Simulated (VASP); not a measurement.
# ZrB2 (P6/mmm) in VASP: elastic constants with LDA

Aim: the elastic constants of ZrB2 with LDA.

Everything below comes from runs of VASP 6.6.1. Logs are shortened: lines on timing, memory, paths and dates and some standing lists are left out, and cuts for length are marked.

### 1 The cell of the first run

The structure is hexagonal, space group P6/mmm (No. 191). Conventional cell: a = 3.133 Å, b = 3.133 Å, c = 3.488 Å, α = 90.00°, β = 90.00°, γ = 120.00°. Zr (site symmetry 6/mmm) has 12 B at 2.51 Å and 6 Zr at 3.13 Å within 3.3 Å. B (site symmetry -6m2) has 3 B at 1.81 Å within 2.4 Å.

### 2 Elastic constants, LDA

Contents of INCAR:

```
  PREC = Accurate
  ENCUT = 600
  EDIFF = 1E-8
  ISMEAR = 0
  SIGMA = 0.2
  LREAL = F
  LASPH = T
  NELM = 80
  ALGO = Normal
  ISIF = 3
  LWAVE = F
  LCHARG = F
  GGA = CA
  NBANDS = 16
  IBRION = 6
  NFREE = 2
  POTIM = 0.015
  NSW = 1
  KPAR = 4
```

Contents of KPOINTS:

```
regular mesh
0
Gamma
  16 16 14
```

Contents of POSCAR:

```
ZrB2
1.0
    3.1333443284      0.0000000000      0.0000000000
   -1.5666721642      2.7135557872      0.0000000000
    0.0000000000      0.0000000000      3.4875522713
Zr B
1 2
Direct
    0.0000000000      0.0000000000      0.0000000000
    0.3333333333      0.6666666667      0.5000000000
    0.6666666667      0.3333333333      0.5000000000
```

Potentials or basis: VASP PAW LDA potentials, release 64 (Zr_sv, B).

On the command line:

```bash
> cat potpaw_LDA.64/Zr_sv/POTCAR potpaw_LDA.64/B/POTCAR > POTCAR
> mpirun -np 4 vasp_std > vasp.out
```

OUTCAR:

```text
PREC = Accurate
   ENCUT = 600
   EDIFF = 1E-8
   ISMEAR = 0
   LREAL = F
   LASPH = T
   NELM = 80
   ISIF = 3
   GGA = CA
   IBRION = 6
   NFREE = 2
   POTIM = 0.015
   NSW = 1

 ion  position               nearest neighbor table
   1  0.000  0.000  0.000-   2 2.51   3 2.51   2 2.51   3 2.51   3 2.51   3 2.51   2 2.51   2 2.51
                             3 2.51   3 2.51   2 2.51   2 2.51
   2  0.333  0.667  0.500-   3 1.81   3 1.81   3 1.81   1 2.51   1 2.51   1 2.51   1 2.51   1 2.51
                             1 2.51
   3  0.667  0.333  0.500-   2 1.81   2 1.81   2 1.81   1 2.51   1 2.51   1 2.51   1 2.51   1 2.51
                             1 2.51

  LATTYP: Found a hexagonal cell.
 ALAT       =     3.1333443284
 C/A-ratio  =     1.1130446915

  Lattice vectors:

 A1 = (   3.1333443284,   0.0000000000,   0.0000000000)
 A2 = (  -1.5666721642,   2.7135557872,   0.0000000000)
 A3 = (   0.0000000000,   0.0000000000,   3.4875522713)

Analysis of symmetry for initial positions (statically):
=====================================================================
 Subroutine PRICEL returns:
 Original cell was already a primitive cell.

 Routine SETGRP: Setting up the symmetry group for a
 hexagonal supercell.

 Subroutine GETGRP returns: Found 24 space group operations
 (whereof 24 operations were pure point group operations)
 out of a pool of 24 trial point group operations.

The static configuration has the point symmetry D_6h.

Analysis of symmetry for dynamics (positions and initial velocities):
=====================================================================
 Subroutine PRICEL returns:
 Original cell was already a primitive cell.

 Routine SETGRP: Setting up the symmetry group for a
 hexagonal supercell.

 Subroutine GETGRP returns: Found 24 space group operations
 (whereof 24 operations were pure point group operations)
 out of a pool of 24 trial point group operations.

The dynamic configuration has the point symmetry D_6h.

 Subroutine INISYM returns: Found 24 space group operations
 (whereof 24 operations are pure point group operations),
 and found     1 'primitive' translations

----------------------------------------------------------------------------------------

                                     Primitive cell

  volume of cell :      29.6529

  direct lattice vectors                    reciprocal lattice vectors
     3.133344328  0.000000000  0.000000000     0.319147816  0.184260078  0.000000000
    -1.566672164  2.713555787  0.000000000     0.000000000  0.368520155  0.000000000
     0.000000000  0.000000000  3.487552271     0.000000000  0.000000000  0.286734054

  length of vectors
     3.133344328  3.133344328  3.487552271     0.368520155  0.368520155  0.286734054

  position of ions in fractional coordinates (direct lattice)
     0.000000000  0.000000000  0.000000000
     0.333333333  0.666666667  0.500000000
     0.666666667  0.333333333  0.500000000

  ion indices of the primitive-cell ions
   primitive index   ion index
                 1           1
                 2           2
                 3           3

----------------------------------------------------------------------------------------

[... 110 lines left out ...]

 number of electron      18.0000000 magnetization

 Free energy of the ion-electron system (eV)
  ---------------------------------------------------
  ext. energy  EPLUGINS =         0.00000000
  ---------------------------------------------------
  free energy    TOTEN  =       -27.48616720 eV

  energy without entropy =      -27.48137621  energy(sigma->0) =      -27.48377171

------------------------ aborting loop because EDIFF is reached ----------------------------------------

  FORCE on cell =-STRESS in cart. coord.  units (eV):
  Direction    XX          YY          ZZ          XY          YZ          ZX
  --------------------------------------------------------------------------------------
  -------------------------------------------------------------------------------------
  Total        0.0873835      0.0873835      0.1013333      0.0000000     -0.0000000      0.0000000
  in kB        4.7214200      4.7214200      5.4751369      0.0000000     -0.0000000      0.0000000
  external PRESSURE =       4.9726590 kB  Pullay stress =       0.0000000 kB
[... 92 lines left out ...]
  FREE ENERGIE OF THE ION-ELECTRON SYSTEM (eV)
  ---------------------------------------------------
  free  energy   TOTEN  =       -27.4717375206 eV

  energy  without entropy=      -27.4669000880  energy(sigma->0) =      -27.46931880

[... ionic steps 4 to 18 ...]

--------------------------------------- Ionic step       19  -------------------------------------------

 number of electron      18.0000000 magnetization

------------------------ aborting loop because EDIFF is reached ----------------------------------------
[... 69 lines left out ...]
--------------------------------------- Ionic step       21  -------------------------------------------

 number of electron      18.0000000 magnetization

 Free energy of the ion-electron system (eV)
  ---------------------------------------------------
  ext. energy  EPLUGINS =         0.00000000
  ---------------------------------------------------
  free energy    TOTEN  =       -27.48498788 eV

  energy without entropy =      -27.48019978  energy(sigma->0) =      -27.48259383

 E-fermi :  10.9013     XC(G=0): -12.7556

 val. band max:       10.8915263667   @ k =   0.0625   0.0625   0.4286
 cond. band min:      10.9438494138   @ k =   0.2500   0.1875   0.0714
 fundamental gap:      0.0523230471
 Fermi energy:        10.9013198046

 k-point     1 :       0.0000    0.0000    0.0000
  band No.  band energies     occupation
      1     -37.3564      2.00000
      2     -15.7237      2.00000
      3     -15.1003      2.00000
      4     -15.1003      2.00000
      5      -1.8526      2.00000
      6       8.1647      2.00000
[... 433 lines left out ...]
      3     -15.5450      2.00000
      4     -15.4519      2.00000
      5       0.7097      2.00000
      6       4.4901      2.00000
[... 8 lines left out ...]
     15      18.7744      0.00000
     16      20.9260      0.00000

 [... further k-points ...]
[... 5 lines left out ...]
  --------------------------------------------------------------------------------------
  -------------------------------------------------------------------------------------
  Total        0.0906364      0.0906364      0.1029377      0.0000000      0.0000000      0.0000000
  in kB        4.8971767      4.8971767      5.5618278      0.0000000      0.0000000      0.0000000
  external PRESSURE =       5.1187271 kB  Pullay stress =       0.0000000 kB
[... 18 lines left out ...]
  FREE ENERGIE OF THE ION-ELECTRON SYSTEM (eV)
  ---------------------------------------------------
  free  energy   TOTEN  =       -27.4849878793 eV

  energy  without entropy=      -27.4801997805  energy(sigma->0) =      -27.48259383

 INTERNAL STRAIN TENSORS FROM STRAINED CELLS
 ============================================

 INTERNAL STRAIN TENSOR FOR ION    1 for displacements in x,y,z  (eV/Angst):
          X           Y           Z          XY          YZ          ZX
  --------------------------------------------------------------------------------
  x    -0.00000     0.00000     0.00000    -0.00000     0.00000    -0.00000
  y     0.00000    -0.00000     0.00000     0.00000     0.00000     0.00000
  z     0.00000     0.00000    -0.00000     0.00000     0.00000     0.00000

 INTERNAL STRAIN TENSORS FROM DISPLACED ATOMS
 ============================================

 INTERNAL STRAIN TENSOR FOR ION    1 for displacements in x,y,z  (eV/Angst):
          X           Y           Z          XY          YZ          ZX
  --------------------------------------------------------------------------------
  x     0.00000     0.00000     0.00000     0.00000     0.00000     0.00000
  y     0.00000     0.00000     0.00000     0.00000     0.00000     0.00000
  z     0.00000     0.00000     0.00000     0.00000     0.00000     0.00000

 INTERNAL STRAIN TENSOR FOR ION    3 for displacements in x,y,z  (eV/Angst):
          X           Y           Z          XY          YZ          ZX
  --------------------------------------------------------------------------------
  x     0.00000    -0.00000     0.00000    -1.62720     0.00000     0.00000
  y    -1.62720     1.62720     0.00000     0.00000     0.00000     0.00000
  z     0.00000     0.00000     0.00000     0.00000     0.00000     0.00000

 Eigenvectors and eigenvalues of the dynamical matrix
 ----------------------------------------------------

   1 f  =   23.856423 THz   149.894328 2PiTHz  795.764622 cm-1    98.662194 meV
             X         Y         Z           dx          dy          dz
      0.000000  0.000000  0.000000     0.000000   -0.000000    0.000000
     -0.000000  1.809037  1.743776     0.000020   -0.707107    0.000000
      1.566672  0.904519  1.743776    -0.000020    0.707107    0.000000
[... 43 lines left out ...]
   9 f/i=    0.002254 THz     0.014161 2PiTHz    0.075179 cm-1     0.009321 meV
             X         Y         Z           dx          dy          dz
      0.000000  0.000000  0.000000    -0.000000   -0.000000   -0.899040
     -0.000000  1.809037  1.743776    -0.000000   -0.000000   -0.309618
      1.566672  0.904519  1.743776    -0.000000   -0.000000   -0.309618

--------------------------------------------------------------------------------------------------------

 ELASTIC MODULI CONTR FROM IONIC RELAXATION (kBar)
 Direction    XX          YY          ZZ          XY          YZ          ZX
 --------------------------------------------------------------------------------
 XX         -11.3653     11.3653      0.0000     -0.0000      0.0000      0.0000
 YY          11.3653    -11.3653      0.0000      0.0000      0.0000      0.0000
 ZZ           0.0000      0.0000      0.0000      0.0000      0.0000      0.0000
 XY          -0.0000      0.0000      0.0000    -11.3653      0.0000      0.0000
 YZ           0.0000      0.0000      0.0000      0.0000      0.0000      0.0000
 ZX           0.0000      0.0000      0.0000      0.0000      0.0000      0.0000
 --------------------------------------------------------------------------------

 TOTAL ELASTIC MODULI (kBar)
 Direction    XX          YY          ZZ          XY          YZ          ZX
 --------------------------------------------------------------------------------
 XX        6097.2076    590.7069   1385.3166     -0.0000      0.0000      0.0000
 YY         590.7069   6097.2076   1385.3166      0.0000     -0.0000      0.0000
 ZZ        1385.3166   1385.3166   4737.2152      0.0000     -0.0000      0.0000
 XY          -0.0000      0.0000      0.0000   2753.2504      0.0000      0.0000
 YZ          -0.0000     -0.0000     -0.0000      0.0000   2770.2100      0.0000
 ZX           0.0000      0.0000      0.0000     -0.0000      0.0000   2770.2101
 --------------------------------------------------------------------------------
```

It took 40 min on 4 MPI ranks of Oxide Virtual Turin-like, shared host; peak memory 0.97 GiB.

Results:

```
Voigt bulk modulus            : 263 GPa
Highest phonon frequency at Γ : 796 cm⁻¹
```

Phonon frequencies in cm⁻¹ (negative: imaginary):
```
              q point                    frequencies
(0.000, 0.000, 0.000)  0 0 0 469 469 490 577 796 796
```

Elastic tensor in Voigt notation (GPa, in the Cartesian axes of the cell as first typed):
```
610  59 139   0   0   0
 59 610 139   0   0   0
139 139 474   0   0   0
  0   0   0 277   0   0
  0   0   0   0 277   0
  0   0   0   0   0 275
```

Clamped-ion elastic tensor (GPa):
```
611  58 139   0   0   0
 58 611 139   0   0   0
139 139 474   0   0   0
  0   0   0 277   0   0
  0   0   0   0 277   0
  0   0   0   0   0 276
```
